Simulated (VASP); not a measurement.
# Sn3Se (Fm-3m) in VASP: single point with r2SCAN-based global hybrid with 50 % exact exchange

Aim: the single point of Sn3Se with r2SCAN-based global hybrid with 50 % exact exchange.

All numbers are computed with VASP 6.6.1; they aren't measurements. Logs are shortened: lines on timing, memory, paths and dates and some standing lists are left out, and cuts for length are marked.

### 1 The cell of the first run

Symmetry: Fm-3m, No. 225, cubic system. The conventional cell has a = 7.466 Å, b = 7.466 Å, c = 7.466 Å, α = 90.00°, β = 90.00°, γ = 90.00°. Within 4.3 Å of Sn (site symmetry m-3m) lie 8 Sn at 3.23 Å and 6 Se at 3.73 Å. Within 4.3 Å of Sn (site symmetry -43m) lie 10 Sn at 3.23 to 3.73 Å and 4 Se at 3.23 Å. Within 4.3 Å of Se (site symmetry m-3m) lie 14 Sn at 3.23 to 3.73 Å.

### 2 Single point, r2SCAN-based global hybrid with 50 % exact exchange

POSCAR reads:

```
Sn3Se
1.0
    0.0000000000      3.7331380000      3.7331380000
    3.7331380000      0.0000000000      3.7331380000
    3.7331380000      3.7331380000      0.0000000000
Sn Se
3 1
Direct
    0.5000000000      0.5000000000      0.5000000000
    0.7500000000      0.7500000000      0.7500000000
    0.2500000000      0.2500000000      0.2500000000
    0.0000000000      0.0000000000      0.0000000000
```

INCAR.step1 reads:

```
PREC     = Accurate       # precision mode
ENCUT    = 440            # plane-wave cutoff, eV
EDIFF    = 1E-5           # SCF threshold, eV
ISMEAR   = -1             # smearing method
SIGMA    = 0.05           # smearing width, eV
LREAL    = False          # projectors in reciprocal space
LASPH    = True           # aspherical terms in the spheres
NELM     = 120            # most SCF steps
ALGO     = Normal         # electronic algorithm
ISIF     = 2              # what is computed and relaxed
LWAVE    = True           # write WAVECAR
GGA      = PE             # functional
NBANDS   = 32             # bands
GGA_COMPAT= False
```

INCAR.step2 reads:

```
PREC     = Accurate       # precision mode
ENCUT    = 440            # plane-wave cutoff, eV
EDIFF    = 1E-6           # SCF threshold, eV
ISMEAR   = -1             # smearing method
SIGMA    = 0.05           # smearing width, eV
LREAL    = False          # projectors in reciprocal space
LASPH    = True           # aspherical terms in the spheres
NELM     = 120            # most SCF steps
ALGO     = Normal         # electronic algorithm
ISIF     = 2              # what is computed and relaxed
LWAVE    = False          # write WAVECAR
LCHARG   = True           # write CHGCAR
METAGGA  = R2SCAN         # meta-GGA
LHFCALC  = True           # exact exchange
AEXX     = 0.5            # exact-exchange fraction
LMIXTAU  = True         
PRECFOCK = Normal       
LELF     = True           # ELF
LVHAR    = True         
ISTART   = 1            
NBANDS   = 32             # bands
GGA_COMPAT= False
```

KPOINTS reads:

```
regular mesh
0
Gamma
  4 4 4
```

Potentials or basis: VASP PAW PBE potentials, release 64 (Sn_d, Se).

Run with:

```console
$ cat potpaw_PBE.64/Sn_d/POTCAR potpaw_PBE.64/Se/POTCAR > POTCAR
$ cp INCAR.step1 INCAR
$ mpirun -np 1 vasp_std > vasp.out
$ cp INCAR.step2 INCAR
$ mpirun -np 1 vasp_std > vasp.out
```

OUTCAR:

```text
PREC = Accurate
   ENCUT = 440
   EDIFF = 1E-6
   ISMEAR = -1
   LREAL = False
   LASPH = True
   NELM = 120
   ISIF = 2
   METAGGA = R2SCAN
   LHFCALC = True
   AEXX = 0.5
   PRECFOCK = Normal
   ISTART = 1

 ion  position               nearest neighbor table
   1  0.500  0.500  0.500-   3 3.23   3 3.23   3 3.23   2 3.23   2 3.23   2 3.23   3 3.23   2 3.23

   2  0.750  0.750  0.750-   1 3.23   1 3.23   1 3.23   4 3.23   4 3.23   4 3.23   4 3.23   1 3.23
                             3 3.73   3 3.73   3 3.73   3 3.73   3 3.73   3 3.73
   3  0.250  0.250  0.250-   4 3.23   4 3.23   4 3.23   1 3.23   1 3.23   1 3.23   4 3.23   1 3.23
                             2 3.73   2 3.73   2 3.73   2 3.73   2 3.73   2 3.73
   4  0.000  0.000  0.000-   2 3.23   2 3.23   2 3.23   3 3.23   3 3.23   3 3.23   3 3.23   2 3.23

  LATTYP: Found a face centered cubic cell.
 ALAT       =     7.4662760000

  Lattice vectors:

 A1 = (   0.0000000000,   3.7331380000,   3.7331380000)
 A2 = (   3.7331380000,   0.0000000000,   3.7331380000)
 A3 = (   3.7331380000,   3.7331380000,   0.0000000000)

Analysis of symmetry for initial positions (statically):
=====================================================================
 Subroutine PRICEL returns:
 Original cell was already a primitive cell.

 Routine SETGRP: Setting up the symmetry group for a
 face centered cubic supercell.

 Subroutine GETGRP returns: Found 48 space group operations
 (whereof 48 operations were pure point group operations)
 out of a pool of 48 trial point group operations.

The static configuration has the point symmetry O_h .

Analysis of symmetry for dynamics (positions and initial velocities):
=====================================================================
 Subroutine PRICEL returns:
 Original cell was already a primitive cell.

 Routine SETGRP: Setting up the symmetry group for a
 face centered cubic supercell.

 Subroutine GETGRP returns: Found 48 space group operations
 (whereof 48 operations were pure point group operations)
 out of a pool of 48 trial point group operations.

The dynamic configuration has the point symmetry O_h .

 Subroutine INISYM returns: Found 48 space group operations
 (whereof 48 operations are pure point group operations),
 and found     1 'primitive' translations

----------------------------------------------------------------------------------------

                                     Primitive cell

  volume of cell :     104.0524

  direct lattice vectors                    reciprocal lattice vectors
     0.000000000  3.733138000  3.733138000    -0.133935579  0.133935579  0.133935579
     3.733138000  0.000000000  3.733138000     0.133935579 -0.133935579  0.133935579
     3.733138000  3.733138000  0.000000000     0.133935579  0.133935579 -0.133935579

  length of vectors
     5.279454390  5.279454390  5.279454390     0.231983228  0.231983228  0.231983228

  position of ions in fractional coordinates (direct lattice)
     0.500000000  0.500000000  0.500000000
     0.750000000  0.750000000  0.750000000
     0.250000000  0.250000000  0.250000000
     0.000000000  0.000000000  0.000000000

  ion indices of the primitive-cell ions
   primitive index   ion index
                 1           1
                 2           2
                 3           3
                 4           4

----------------------------------------------------------------------------------------

 KPOINTS: regular mesh

Automatic generation of k-mesh.
 Grid dimensions read from file:
 generate k-points for:    4    4    4

 Generating k-lattice:

  Cartesian coordinates                     Fractional coordinates (reciprocal lattice)
    -0.033483895  0.033483895  0.033483895     0.250000000  0.000000000  0.000000000
     0.033483895 -0.033483895  0.033483895     0.000000000  0.250000000  0.000000000
     0.033483895  0.033483895 -0.033483895     0.000000000  0.000000000  0.250000000

  Length of vectors
     0.057995807  0.057995807  0.057995807

  Shift w.r.t. Gamma in fractional coordinates (k-lattice)
     0.000000000  0.000000000  0.000000000

 Subroutine IBZKPT returns following result:
 ===========================================

 Found      8 irreducible k-points:

 Following reciprocal coordinates:
            Coordinates               Weight
  0.000000  0.000000  0.000000      1.000000
  0.250000  0.000000  0.000000      8.000000
  0.500000  0.000000  0.000000      4.000000
  0.250000  0.250000  0.000000      6.000000
  0.500000  0.250000  0.000000     24.000000
 -0.250000  0.250000  0.000000     12.000000
  0.500000  0.500000  0.000000      3.000000
 -0.250000  0.500000  0.250000      6.000000
   k-points           NKPTS =      8   k-points in BZ     NKDIM =     64   number of bands    NBANDS=     32
   number of dos      NEDOS =    301   number of ions     NIONS =      4
   total plane-waves  NPLWV =  46656
   dimension x,y,z NGX =    36 NGY =   36 NGZ =   36
   dimension x,y,z NGXF=    72 NGYF=   72 NGZF=   72
   ions per type =               3   1
   NGX,Y,Z   is equivalent  to a cutoff of  11.34, 11.34, 11.34 a.u.
   NGXF,Y,Z  is equivalent  to a cutoff of  22.67, 22.67, 22.67 a.u.
 SYSTEM =  unknown system
   PREC   = accura    normal or accurate (medium, high low for compatibility)
   ISTART =      1    job   : 0-new  1-cont  2-samecut
   ICHARG =      0    charge: 1-file 2-atom 10-const
   ISPIN  =      1    spin polarized calculation?
   LNONCOLLINEAR =      F non collinear calculations
   LSORBIT =      F    spin-orbit coupling
   LASPH  =      T    aspherical Exc in radial PAW
   ENCUT  =  440.0 eV  32.34 Ry    5.69 a.u.   9.03  9.03  9.03*2*pi/ulx,y,z
   NELM   =    120;   NELMIN=  2; NELMDL=  0     # of ELM steps
   EDIFF  = 0.1E-05   stopping-criterion for ELM
   LREAL  =      F    real-space projection
   EDIFFG = 0.1E-04   stopping-criterion for IOM
   NSW    =      0    number of steps for IOM
   IBRION =     -1    ionic relax: 0-MD 1-quasi-New 2-CG
   NFREE  =      0    steps in history (QN), initial steepest desc. (CG)
   ISIF   =      2    stress and relaxation
   ISYM   =      3    0-nonsym 1-usesym 2-fastsym
   POTIM  = 0.5000    time-step for ionic-motion
   TEBEG  =    0.0;   TEEND  =   0.0 temperature during run
   PSTRESS=    0.0 pullay stress
   NELECT =      48.0000    total number of electrons
   NUPDOWN=      -1.0000    fix difference up-down
   EMIN   =  10.00;   EMAX   =-10.00  energy-range for DOS
   EFERMI =   0.00;   METHOD = LEGACY
   ISMEAR =    -1;   SIGMA  =   0.05  broadening in eV -4-tet -1-fermi 0-gaus
   EFERMI_NEDOS =   21; number of points for ismear=-14 and -15
   IALGO  =     38    algorithm
   IMIX   =      1    mixing-type and parameters
     AMIX     =   0.40;   BMIX     =  1.00
     AMIX_MAG =   1.60;   BMIX_MAG =  1.00
  volume/ion in A,a.u.               =      26.01       175.55
  Fermi-wavevector in a.u.,A,eV,Ry     =   1.264944  2.390397 21.770445  1.600083
  Thomas-Fermi vector in A             =   2.398223
   LORBIT       =      0    0 simple, 1 ext, 2 COOP (PROOUT), +10 PAW based schemes
   METAGGA = R2SCAN    functional components
   LHFCALC =     T    Hartree Fock is set to
   PRECFOCK=normal    Normal, Fast or Accurate (Low or Medium for compatibility)
   ENCUT4O =  -1.0   cutoff for four orbital integrals eV
   NKREDX  =     1    reduce k-point grid by
   NKREDY  =     1    reduce k-point grid by
   NKREDZ  =     1    reduce k-point grid by
   AEXX    =    0.5000 exact exchange contribution
   HFSCREEN=    0.0000 screening length (either q_TF or 0.3 A-1)
   HFSCREENC=   0.0000 screening length for correlation (either q_TF or 0.3 A-1)
   ENCUTFOCK=  -1.0 apply spherical cutoff to Coloumb kernel
   IVDW    =     0    specifies the selected vdW correction
   LEPSILON=     F    determine dielectric tensor
   LRPA    =     F    only Hartree local field effects (RPA)
 non-spin polarized calculation
  energy-cutoff  :      440.00
  volume of cell :      104.05
 maximum number of plane-waves:      2200
  NGX = 28; NGY = 28; NGZ = 28

 number of electron      48.0000027 magnetization

 Free energy of the ion-electron system (eV)
  ---------------------------------------------------
  ext. energy  EPLUGINS =         0.00000000
  ---------------------------------------------------
  free energy    TOTEN  =       -61.06742736 eV

  energy without entropy =      -61.05502266  energy(sigma->0) =      -61.06122501

 E-fermi :   7.0466     XC(G=0):  -6.1958

 val. band max:        7.0109378953   @ k =  -0.2500   0.2500   0.0000
 cond. band min:       7.8335350497   @ k =   0.5000   0.5000   0.0000
 fundamental gap:      0.8225971544
 Fermi energy:         7.0465835685

 k-point     1 :       0.0000    0.0000    0.0000
  band No.  band energies     occupation
      1     -20.4651      2.00000
      2     -20.4651      2.00000
      3     -20.4398      2.00000
      4     -20.4398      2.00000
      5     -20.4398      2.00000
      6     -20.4192      2.00000
[... 24 lines left out ...]
     31      16.0772      0.00000
     32      16.0772      0.00000

 k-point     2 :       0.2500    0.0000    0.0000
  band No.  band energies     occupation
      1     -20.4492      2.00000
      2     -20.4484      2.00000
      3     -20.4484      2.00000
      4     -20.4435      2.00000
      5     -20.4435      2.00000
      6     -20.4186      2.00000
[... 24 lines left out ...]
     31      14.2178      0.00000
     32      15.2435      0.00000

 k-point     3 :       0.5000    0.0000    0.0000
  band No.  band energies     occupation
      1     -20.4479      2.00000
      2     -20.4479      2.00000
      3     -20.4356      2.00000
      4     -20.4179      2.00000
      5     -20.4178      2.00000
      6     -20.4178      2.00000
[... 24 lines left out ...]
     31      15.0979      0.00000
     32      18.4934      0.00000

 k-point     4 :       0.2500    0.2500    0.0000
  band No.  band energies     occupation
      1     -20.4572      2.00000
      2     -20.4506      2.00000
      3     -20.4506      2.00000
      4     -20.4482      2.00000
      5     -20.4300      2.00000
      6     -20.4124      2.00000
[... 24 lines left out ...]
     31      14.0243      0.00000
     32      14.0243      0.00000

 k-point     5 :       0.5000    0.2500    0.0000
  band No.  band energies     occupation
      1     -20.4508      2.00000
      2     -20.4495      2.00000
      3     -20.4375      2.00000
      4     -20.4361      2.00000
      5     -20.4331      2.00000
      6     -20.4183      2.00000
[... 24 lines left out ...]
     31      14.4234      0.00000
     32      16.0235      0.00000

 k-point     6 :      -0.2500    0.2500    0.0000
  band No.  band energies     occupation
      1     -20.4549      2.00000
      2     -20.4406      2.00000
      3     -20.4376      2.00000
      4     -20.4358      2.00000
      5     -20.4316      2.00000
      6     -20.4227      2.00000
[... 24 lines left out ...]
     31      14.7718      0.00000
     32      16.6383      0.00000

 k-point     7 :       0.5000    0.5000    0.0000
  band No.  band energies     occupation
      1     -20.4541      2.00000
      2     -20.4509      2.00000
      3     -20.4509      2.00000
      4     -20.4491      2.00000
      5     -20.4288      2.00000
      6     -20.4177      2.00000
[... 24 lines left out ...]
     31      14.5208      0.00000
     32      15.1741      0.00000

 k-point     8 :      -0.2500    0.5000    0.2500
  band No.  band energies     occupation
      1     -20.4434      2.00000
      2     -20.4434      2.00000
      3     -20.4428      2.00000
      4     -20.4379      2.00000
      5     -20.4343      2.00000
      6     -20.4266      2.00000
[... 24 lines left out ...]
     31      13.5855      0.00000
     32      17.0473      0.00000

------------------------ aborting loop because EDIFF is reached ----------------------------------------

  FORCE on cell =-STRESS in cart. coord.  units (eV):
  Direction    XX          YY          ZZ          XY          YZ          ZX
  --------------------------------------------------------------------------------------
  -------------------------------------------------------------------------------------
  Total       -3.0169718     -3.0169718     -3.0169718      0.0000000      0.0000000     -0.0000000
  in kB      -46.4547047    -46.4547047    -46.4547047      0.0000000      0.0000000     -0.0000000
  external PRESSURE =     -46.4547047 kB  Pullay stress =       0.0000000 kB

 VOLUME and BASIS-vectors are now :
 -----------------------------------------------------------------------------
  energy-cutoff  :      440.00
  volume of cell :      104.05
      direct lattice vectors                 reciprocal lattice vectors
     0.000000000  3.733138000  3.733138000    -0.133935579  0.133935579  0.133935579
     3.733138000  0.000000000  3.733138000     0.133935579 -0.133935579  0.133935579
     3.733138000  3.733138000  0.000000000     0.133935579  0.133935579 -0.133935579

 POSITION                                       TOTAL-FORCE (eV/Angst)
 -----------------------------------------------------------------------------------
      3.73314      3.73314      3.73314         0.000000      0.000000     -0.000000
      5.59971      5.59971      5.59971        -0.000000      0.000000      0.000000
      1.86657      1.86657      1.86657        -0.000000     -0.000000     -0.000000
      0.00000      0.00000      0.00000         0.000000      0.000000     -0.000000
 -----------------------------------------------------------------------------------
    total drift:                               -0.000000      0.000004      0.000002

  FREE ENERGIE OF THE ION-ELECTRON SYSTEM (eV)
  ---------------------------------------------------
  free  energy   TOTEN  =       -61.0674273645 eV

  energy  without entropy=      -61.0550226564  energy(sigma->0) =      -61.06122501
```

It took 2 h on 1 thread of Intel Xeon Platinum 8375C at 2.90GHz (Ice Lake), shared host; peak memory 0.26 GiB.

What came out:

```
Free energy            : -61.0674 eV
Pressure               : -4.6 GPa
Band gap on the k mesh : zero (bands 24 and 25 overlap by 3.43 eV)
```

Caveat: the k points lie up to 0.36 Å⁻¹ apart, too coarse for converged energies and pressures of a metal; the PAW data sets were made with another functional, which shifts forces and pressure a little; spin-orbit coupling is left out, which moves the levels of the heavy elements.

The gap in the log of VASP goes by the Fermi energy; the results here count the filled bands.